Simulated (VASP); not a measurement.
# Zn in VASP: notebook

The runs below take Zn through single point, with PBEsol.

Program: VASP 6.6.1. These are calculated values, not measurements. Logs are shortened: lines on timing, memory, paths and dates and some standing lists are left out, and cuts for length are marked.

### 1 The cell of the first run

The structure is hexagonal, space group P6_3/mmc (No. 194). Conventional cell: a = 2.601 Å, b = 2.601 Å, c = 4.922 Å, α = 90.00°, β = 90.00°, γ = 120.00°. Zn (site symmetry -6m2) has 12 Zn at 2.60 to 2.88 Å within 3.4 Å.

### 2 Single point, PBEsol (z stretched by +1 % at fixed volume)

Input file INCAR:

```
SYSTEM = Zn
PREC = Accurate ; ENCUT = 520
EDIFF = 1E-6 ; ISMEAR = -1
SIGMA = 0.03 ; LREAL = .FALSE.
LASPH = .TRUE. ; NELM = 100
ALGO = Normal ; ISIF = 2
LWAVE = .FALSE. ; LCHARG = .FALSE.
GGA = PS ; NBANDS = 19
```

Input file KPOINTS:

```
Automatic mesh
0
G
  18 18 9
  0 0 0
```

Input file POSCAR:

```
Zn
1.0
    2.6013852309      0.0000000000      0.0000000000
   -1.3006926154      2.2528656950      0.0000000000
    0.0000000000      0.0000000000      4.9218926302
Zn
2
Direct
    0.3333333333      0.6666666667      0.2500000000
    0.6666666667      0.3333333333      0.7500000000
```

Potentials or basis: VASP PAW PBE potentials, release 64 (Zn).

Launch:

```bash
> cat potpaw_PBE.64/Zn/POTCAR > POTCAR
> mpirun -np 1 vasp_std > vasp.out
```

OUTCAR:

```text
SYSTEM = Zn
   PREC = Accurate
   ENCUT = 520
   EDIFF = 1E-6
   ISMEAR = -1
   LREAL = .FALSE.
   LASPH = .TRUE.
   NELM = 100
   ISIF = 2
   GGA = PS

 ion  position               nearest neighbor table
   1  0.333  0.667  0.250-   2 2.88   2 2.88   2 2.88   2 2.88   2 2.88   2 2.88
   2  0.667  0.333  0.750-   1 2.88   1 2.88   1 2.88   1 2.88   1 2.88   1 2.88

  LATTYP: Found a hexagonal cell.
 ALAT       =     2.6013852309
 C/A-ratio  =     1.8920275904

  Lattice vectors:

 A1 = (   2.6013852309,   0.0000000000,   0.0000000000)
 A2 = (  -1.3006926154,   2.2528656950,   0.0000000000)
 A3 = (   0.0000000000,   0.0000000000,   4.9218926302)

Analysis of symmetry for initial positions (statically):
=====================================================================
 Subroutine PRICEL returns:
 Original cell was already a primitive cell.

 Routine SETGRP: Setting up the symmetry group for a
 hexagonal supercell.

 Subroutine GETGRP returns: Found 24 space group operations
 (whereof 12 operations were pure point group operations)
 out of a pool of 24 trial point group operations.

The static configuration has the point symmetry D_3d.
 The point group associated with its full space group is D_6h.

Analysis of symmetry for dynamics (positions and initial velocities):
=====================================================================
 Subroutine PRICEL returns:
 Original cell was already a primitive cell.

 Routine SETGRP: Setting up the symmetry group for a
 hexagonal supercell.

 Subroutine GETGRP returns: Found 24 space group operations
 (whereof 12 operations were pure point group operations)
 out of a pool of 24 trial point group operations.

The dynamic configuration has the point symmetry D_3d.
 The point group associated with its full space group is D_6h.

 Subroutine INISYM returns: Found 24 space group operations
 (whereof 12 operations are pure point group operations),
 and found     1 'primitive' translations

----------------------------------------------------------------------------------------

                                     Primitive cell

  volume of cell :      28.8451

  direct lattice vectors                    reciprocal lattice vectors
     2.601385231  0.000000000  0.000000000     0.384410578  0.221939551  0.000000000
    -1.300692615  2.252865695  0.000000000     0.000000000  0.443879101  0.000000000
     0.000000000  0.000000000  4.921892630     0.000000000  0.000000000  0.203173875

  length of vectors
     2.601385231  2.601385231  4.921892630     0.443879101  0.443879101  0.203173875

  position of ions in fractional coordinates (direct lattice)
     0.333333333  0.666666667  0.250000000
     0.666666667  0.333333333  0.750000000

  ion indices of the primitive-cell ions
   primitive index   ion index
                 1           1
                 2           2

----------------------------------------------------------------------------------------

 KPOINTS: Automatic mesh

Automatic generation of k-mesh.
 Grid dimensions read from file:
 generate k-points for:   18   18    9

 Generating k-lattice:

  Cartesian coordinates                     Fractional coordinates (reciprocal lattice)
     0.021356143  0.012329975  0.000000000     0.055555556  0.000000000  0.000000000
     0.000000000  0.024659950  0.000000000     0.000000000  0.055555556  0.000000000
     0.000000000  0.000000000  0.022574875     0.000000000  0.000000000  0.111111111

  Length of vectors
     0.024659950  0.024659950  0.022574875

  Shift w.r.t. Gamma in fractional coordinates (k-lattice)
     0.000000000  0.000000000  0.000000000

 Subroutine IBZKPT returns following result:
 ===========================================

 Found    185 irreducible k-points:

 Following reciprocal coordinates:
            Coordinates               Weight
  0.000000  0.000000  0.000000      1.000000
  0.055556 -0.000000  0.000000      6.000000
  0.111111 -0.000000  0.000000      6.000000
  0.166667 -0.000000  0.000000      6.000000
  0.222222 -0.000000  0.000000      6.000000
  0.277778  0.000000  0.000000      6.000000
[... 16 lines left out ...]
  0.333333  0.111111  0.000000     12.000000
  0.388889  0.111111  0.000000     12.000000
 [... further k-points ...]
   k-points           NKPTS =    185   k-points in BZ     NKDIM =    185   number of bands    NBANDS=     19
   number of dos      NEDOS =    301   number of ions     NIONS =      2
   total plane-waves  NPLWV =  16000
   dimension x,y,z NGX =    20 NGY =   20 NGZ =   40
   dimension x,y,z NGXF=    40 NGYF=   40 NGZF=   80
   ions per type =               2
   NGX,Y,Z   is equivalent  to a cutoff of  12.78, 12.78, 13.51 a.u.
   NGXF,Y,Z  is equivalent  to a cutoff of  25.56, 25.56, 27.02 a.u.
 SYSTEM =  Zn
   PREC   = accura    normal or accurate (medium, high low for compatibility)
   ISTART =      0    job   : 0-new  1-cont  2-samecut
   ICHARG =      2    charge: 1-file 2-atom 10-const
   ISPIN  =      1    spin polarized calculation?
   LNONCOLLINEAR =      F non collinear calculations
   LSORBIT =      F    spin-orbit coupling
   LASPH  =      T    aspherical Exc in radial PAW
   ENCUT  =  520.0 eV  38.22 Ry    6.18 a.u.   4.84  4.84  9.15*2*pi/ulx,y,z
   NELM   =    100;   NELMIN=  2; NELMDL= -5     # of ELM steps
   EDIFF  = 0.1E-05   stopping-criterion for ELM
   LREAL  =      F    real-space projection
   EDIFFG = 0.1E-04   stopping-criterion for IOM
   NSW    =      0    number of steps for IOM
   IBRION =     -1    ionic relax: 0-MD 1-quasi-New 2-CG
   NFREE  =      0    steps in history (QN), initial steepest desc. (CG)
   ISIF   =      2    stress and relaxation
   ISYM   =      2    0-nonsym 1-usesym 2-fastsym
   POTIM  = 0.5000    time-step for ionic-motion
   TEBEG  =    0.0;   TEEND  =   0.0 temperature during run
   PSTRESS=    0.0 pullay stress
   NELECT =      24.0000    total number of electrons
   NUPDOWN=      -1.0000    fix difference up-down
   EMIN   =  10.00;   EMAX   =-10.00  energy-range for DOS
   EFERMI =   0.00;   METHOD = LEGACY
   ISMEAR =    -1;   SIGMA  =   0.03  broadening in eV -4-tet -1-fermi 0-gaus
   EFERMI_NEDOS =   21; number of points for ismear=-14 and -15
   IALGO  =     38    algorithm
   IMIX   =      4    mixing-type and parameters
     AMIX     =   0.40;   BMIX     =  1.00
     AMIX_MAG =   1.60;   BMIX_MAG =  1.00
  volume/ion in A,a.u.               =      14.42        97.33
  Fermi-wavevector in a.u.,A,eV,Ry     =   1.539765  2.909735 32.257744  2.370877
  Thomas-Fermi vector in A             =   2.645947
   LORBIT       =      0    0 simple, 1 ext, 2 COOP (PROOUT), +10 PAW based schemes
   GGA     = PS    functional components
   LHFCALC =     F    Hartree Fock is set to
   AEXX    =    0.0000 exact exchange contribution
   IVDW    =     0    specifies the selected vdW correction
   LEPSILON=     F    determine dielectric tensor
   LRPA    =     F    only Hartree local field effects (RPA)
 non-spin polarized calculation
  energy-cutoff  :      520.00
  volume of cell :       28.85
 maximum number of plane-waves:       795
 NGX is ok and might be reduce to    20
   NGX =  9   NGY =  9   NGZ = 19

 number of electron      24.0000015 magnetization

 Free energy of the ion-electron system (eV)
  ---------------------------------------------------
  ext. energy  EPLUGINS =         0.00000000
  ---------------------------------------------------
  free energy    TOTEN  =        -3.17465106 eV

  energy without entropy =       -3.17417151  energy(sigma->0) =       -3.17441128

 E-fermi :   3.4419     XC(G=0): -11.9782

 val. band max:        3.2885785930   @ k =   0.1111  -0.0000   0.2222
 cond. band min:       3.4587460883   @ k =   0.2222   0.2222   0.0000
 fundamental gap:      0.1701674953
 Fermi energy:         3.4418953713

 k-point     1 :       0.0000    0.0000    0.0000
  band No.  band energies     occupation
      1      -7.5306      2.00000
      2      -5.5670      2.00000
      3      -4.7622      2.00000
      4      -4.4856      2.00000
      5      -4.4856      2.00000
      6      -4.4346      2.00000
[... 11 lines left out ...]
     18      23.2614      0.00000
     19      23.4506      0.00000

 k-point     2 :       0.0556   -0.0000    0.0000
  band No.  band energies     occupation
      1      -7.4340      2.00000
      2      -5.5204      2.00000
      3      -4.7503      2.00000
      4      -4.4972      2.00000
      5      -4.4612      2.00000
      6      -4.4465      2.00000
[... 11 lines left out ...]
     18      22.3060      0.00000
     19      24.4120      0.00000

 k-point     3 :       0.1111   -0.0000    0.0000
  band No.  band energies     occupation
      1      -7.1479      2.00000
      2      -5.3925      2.00000
      3      -4.7216      2.00000
      4      -4.5248      2.00000
      5      -4.4720      2.00000
      6      -4.3902      2.00000
[... 11 lines left out ...]
     18      21.4565      0.00000
     19      23.2778      0.00000

 k-point     4 :       0.1667   -0.0000    0.0000
  band No.  band energies     occupation
      1      -6.6870      2.00000
      2      -5.2253      2.00000
      3      -4.6962      2.00000
      4      -4.5605      2.00000
      5      -4.4571      2.00000
      6      -4.3339      2.00000
[... 11 lines left out ...]
     18      20.3524      0.00000
     19      21.1405      0.00000

 k-point     5 :       0.2222   -0.0000    0.0000
  band No.  band energies     occupation
      1      -6.0986      2.00000
      2      -5.1064      2.00000
      3      -4.6538      2.00000
      4      -4.5774      2.00000
      5      -4.5381      2.00000
      6      -4.3387      2.00000
[... 11 lines left out ...]
     18      19.4035      0.00000
     19      19.7777      0.00000

 k-point     6 :       0.2778    0.0000    0.0000
  band No.  band energies     occupation
      1      -5.5470      2.00000
      2      -5.1023      2.00000
      3      -4.7170      2.00000
      4      -4.5818      2.00000
      5      -4.4534      2.00000
      6      -4.3072      2.00000
[... 11 lines left out ...]
     18      19.2892      0.00000
     19      19.8353      0.00000

 k-point     7 :       0.3333    0.0000    0.0000
  band No.  band energies     occupation
      1      -5.3032      2.00000
      2      -5.1536      2.00000
      3      -4.8579      2.00000
      4      -4.4798      2.00000
      5      -4.3907      2.00000
      6      -4.2436      2.00000
[... 11 lines left out ...]
     18      18.8994      0.00000
     19      20.5974      0.00000

 k-point     8 :       0.3889    0.0000    0.0000
  band No.  band energies     occupation
      1      -5.2833      2.00000
      2      -5.2001      2.00000
      3      -4.9577      2.00000
      4      -4.4582      2.00000
      5      -4.3879      2.00000
      6      -4.2650      2.00000
[... 256 lines left out ...]
 k-point    20 :       0.1667    0.1111    0.0000
  band No.  band energies     occupation
      1      -5.8449      2.00000
      2      -4.9901      2.00000
      3      -4.7278      2.00000
      4      -4.5924      2.00000
      5      -4.5802      2.00000
      6      -4.4502      2.00000
[... 11 lines left out ...]
     18      19.1500      0.00000
     19      19.5814      0.00000

 k-point    21 :       0.2222    0.1111    0.0000
  band No.  band energies     occupation
      1      -5.3147      2.00000
      2      -4.9871      2.00000
      3      -4.7309      2.00000
      4      -4.6253      2.00000
      5      -4.5666      2.00000
      6      -4.3741      2.00000
[... 11 lines left out ...]
     18      18.3492      0.00000
     19      19.2518      0.00000

 k-point    22 :       0.2778    0.1111    0.0000
  band No.  band energies     occupation
      1      -5.1252      2.00000
      2      -5.0412      2.00000
      3      -4.8500      2.00000
      4      -4.4711      2.00000
      5      -4.4304      2.00000
      6      -4.3982      2.00000
[... 11 lines left out ...]
     18      17.6816      0.00000
     19      18.7975      0.00000

 k-point    23 :       0.3333    0.1111    0.0000
  band No.  band energies     occupation
      1      -5.1556      2.00000
      2      -5.0745      2.00000
      3      -4.9342      2.00000
      4      -4.4720      2.00000
      5      -4.3806      2.00000
      6      -4.2892      2.00000
[... 11 lines left out ...]
     18      17.1806      0.00000
     19      18.4020      0.00000

 k-point    24 :       0.3889    0.1111    0.0000
  band No.  band energies     occupation
      1      -5.1983      2.00000
      2      -5.1024      2.00000
      3      -4.9839      2.00000
      4      -4.4971      2.00000
      5      -4.3270      2.00000
      6      -4.3227      2.00000
[... 11 lines left out ...]
     18      16.8702      0.00000
     19      18.1547      0.00000

 [... further k-points ...]

------------------------ aborting loop because EDIFF is reached ----------------------------------------

  FORCE on cell =-STRESS in cart. coord.  units (eV):
  Direction    XX          YY          ZZ          XY          YZ          ZX
  --------------------------------------------------------------------------------------
  -------------------------------------------------------------------------------------
  Total       -0.1642931     -0.1642931      0.0421619     -0.0000000     -0.0000000      0.0000000
  in kB       -9.1255236     -9.1255236      2.3418497     -0.0000000     -0.0000000      0.0000000
  external PRESSURE =      -5.3030659 kB  Pullay stress =       0.0000000 kB

 VOLUME and BASIS-vectors are now :
 -----------------------------------------------------------------------------
  energy-cutoff  :      520.00
  volume of cell :       28.85
      direct lattice vectors                 reciprocal lattice vectors
     2.601385231  0.000000000  0.000000000     0.384410578  0.221939551  0.000000000
    -1.300692615  2.252865695  0.000000000     0.000000000  0.443879101  0.000000000
     0.000000000  0.000000000  4.921892630     0.000000000  0.000000000  0.203173875

 POSITION                                       TOTAL-FORCE (eV/Angst)
 -----------------------------------------------------------------------------------
     -0.00000      1.50191      1.23047         0.000000     -0.000000      0.000000
      1.30069      0.75096      3.69142        -0.000000      0.000000      0.000000
 -----------------------------------------------------------------------------------
    total drift:                                0.000000     -0.000000      0.000000

  FREE ENERGIE OF THE ION-ELECTRON SYSTEM (eV)
  ---------------------------------------------------
  free  energy   TOTEN  =        -3.1746510619 eV

  energy  without entropy=       -3.1741715063  energy(sigma->0) =       -3.17441128
```

Run time: 41 s. Hardware: 1 thread of Intel Xeon Platinum 8488C (Sapphire Rapids), shared host; peak memory 0.19 GiB.

What came out:

```
Free energy            : -3.1747 eV
Pressure               : -0.5 GPa
Band gap on the k mesh : zero (bands 12 and 13 overlap by 4.94 eV)
```

Levels at points of the mesh, in eV from the Fermi level:
```csv
k point,band 10,band 11,band 12,band 13,band 14,band 15
"(0.00, 0.00, 0.00)",-7.27,-7.27,-4.13,-3.33,13.32,17.15
"(0.50, 0.00, 0.00)",-7.04,-3.07,-2.23,2.51,3.47,4.19
```

Caveat: the cell differs from its parent crystal (z stretched by +1 % at fixed volume); the PAW data sets were made with another functional, which shifts forces and pressure a little.

### 3 Single point, PBEsol (atom 1 (Zn) moved by [0.035355, 0.035355, 0.0] A)

Input file INCAR:

```
PREC = Accurate ; ENCUT = 520
EDIFF = 1E-7 ; ISMEAR = -1
SIGMA = 0.03 ; LREAL = False
LASPH = True ; NELM = 100
ALGO = Normal ; ISIF = 2
LWAVE = False ; LCHARG = True
GGA = PS ; LELF = True
LVHAR = True ; NBANDS = 19
```

Input file KPOINTS:

```
Automatic mesh
0
Gamma
  18 18 9
```

Input file POSCAR:

```
Zn
1.0
    2.6143598013      0.0000000000      0.0000000000
   -1.3071799007      2.2641020026      0.0000000000
    0.0000000000      0.0000000000      4.8731610200
Zn
2
Direct
    0.3546644518      0.6822821292      0.2500000000
    0.6666666667      0.3333333333      0.7500000000
```

Potentials or basis: VASP PAW PBE potentials, release 64 (Zn).

Launch:

```bash
> cat potpaw_PBE.64/Zn/POTCAR > POTCAR
> mpirun -np 1 vasp_std > vasp.out
```

Wall time 3.1 min (1 thread of Intel Xeon Platinum 8488C (Sapphire Rapids), shared host); peak memory 0.44 GiB.

Results (log left out):

```
Free energy            : -3.1704 eV
Pressure               : -0.9 GPa
Largest force          : 0.030 eV/Å
Band gap on the k mesh : zero (bands 12 and 13 overlap by 4.72 eV)
```

Forces in eV/Å, atoms in the order of the input:
```
Zn  -0.021 -0.022  0.000
Zn   0.021  0.022  0.000
```

Stress tensor (GPa, compression positive):
```
-1.66  0.03  0.00
 0.03 -1.72  0.00
 0.00  0.00  0.64
```

Levels at points of the mesh, in eV from the Fermi level:
| k point | band 8 | band 9 | band 10 | band 11 | band 12 | band 13 | band 14 | band 15 | band 16 | band 17 |
| --- | --- | --- | --- | --- | --- | --- | --- | --- | --- | --- |
| (0.00, 0.00, 0.00) | -7.51 | -7.48 | -7.29 | -7.26 | -4.07 | -3.17 | 13.82 | 17.55 | 17.98 | 18.15 |
| (0.50, 0.00, 0.00) | -7.29 | -7.08 | -7.06 | -3.18 | -2.26 | 2.48 | 3.33 | 4.36 | 5.83 | 10.38 |
| (0.00, 0.50, 0.00) | -7.29 | -7.08 | -7.06 | -3.10 | -2.35 | 2.66 | 3.55 | 4.18 | 5.59 | 10.39 |
| (0.50, 0.50, 0.00) | -7.29 | -7.08 | -7.06 | -3.12 | -2.33 | 2.62 | 3.49 | 4.23 | 5.66 | 10.39 |

Caveat: the cell differs from its parent crystal (atom 1 (Zn) moved by [0.035355, 0.035355, 0.0] A); the PAW data sets were made with another functional, which shifts forces and pressure a little.

### 4 Single point, PBEsol (13.56 Å³/atom)

This run uses another cell than the first one, of 13.56 Å³/atom.

Input file INCAR:

```
ALGO     = Normal         # electronic algorithm
EDIFF    = 1E-6           # SCF threshold, eV
ENCUT    = 520            # plane-wave cutoff, eV
GGA      = PS             # functional
ISIF     = 2              # what is computed and relaxed
ISMEAR   = -1             # smearing method
LASPH    = T              # aspherical terms in the spheres
LCHARG   = F              # write CHGCAR
LREAL    = F              # projectors in reciprocal space
LWAVE    = F              # write WAVECAR
NBANDS   = 19             # bands
NELM     = 60             # most SCF steps
PREC     = Accurate       # precision mode
SIGMA    = 0.03           # smearing width, eV
```

Input file KPOINTS:

```
k-points
0
Gamma
  18 18 9
```

Input file POSCAR:

```
Zn
1.0
    2.5614445404      0.0000000000      0.0000000000
   -1.2807222702      2.2182760424      0.0000000000
    0.0000000000      0.0000000000      4.7745270880
Zn
2
Direct
    0.3333333333      0.6666666667      0.2500000000
    0.6666666667      0.3333333333      0.7500000000
```

Launch:

```bash
> cat potpaw_PBE.64/Zn/POTCAR > POTCAR
> mpirun -np 1 vasp_std > vasp.out
```

Wall time 64 s (1 thread of AMD EPYC 7R13, shared host); peak memory 0.17 GiB.

It converged, with:

- Free energy: -3.1493 eV
- Pressure: 5.4 GPa
- Band gap on the k mesh: zero (bands 12 and 13 overlap by 4.70 eV)

Levels at points of the mesh, in eV from the Fermi level:
```
           k point  band 10  band 11  band 12  band 13  band 14  band 15
(0.00, 0.00, 0.00)    -7.38    -7.38    -4.41    -3.12    14.39    18.22
(0.50, 0.00, 0.00)    -7.15    -3.34    -2.35     2.75     3.52     4.66
```

Caveat: the cell stands under pressure; the PAW data sets were made with another functional, which shifts forces and pressure a little.

[end of part 1 of 2]
